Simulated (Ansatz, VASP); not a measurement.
# Two plane-wave programs on Hf4C

```xyz
5
Lattice="-3.1733 3.1733 1.9908 3.1733 -3.1733 1.9908 3.1733 3.1733 -1.9908" Properties=species:S:1:pos:R:3 pbc="T T T"
Hf    1.2693    2.5387    0.0000
Hf    3.8080    1.2693    0.0000
Hf    1.9040    0.6347    1.9908
Hf   -0.6347    1.9040    1.9908
C     0.0000    0.0000    0.0000
```

Change from the starting cell: species swapped into the HoAu4 type (I4/m, No. 87).

Alike in both runs: task single point; functional PBE; k mesh 6 × 6 × 6; occupations gaussian, width 0.1 eV; no spin polarisation.

|  | VASP | Ansatz |
| --- | --- | --- |
| version | VASP 6.6.1 | Ansatz 0.2.0 |
| potentials or method | VASP PAW PBE potentials, release 64 (Hf_pv, C), cutoff 520 eV | scalar-relativistic, plane waves, PAW |
| valence electrons in the cell | 44 | 108 |

Ansatz gave:

- gap on the k mesh at the Fermi level (eV): none
- pressure (GPa): 24.0
- traceless stress, the component that is largest in VASP (GPa): -6.85
- rms of the force components (eV/Å): 1.021

**Question.** Which values does VASP return?

**Answer.** gap on the k mesh at the Fermi level (eV): none; pressure (GPa): 23.2; traceless stress, the component that is largest in VASP (GPa): -6.90; rms of the force components (eV/Å): 1.013.

Atom by atom the forces differ by 0.010 eV/Å (rms over components). A gap of «none» marks a metal or a gap that the smearing closes. VASP's potentials hold 44 valence electrons a cell and Ansatz's 108, so a difference there can come from the potentials and not from the codes.

Spin-orbit coupling is off throughout.
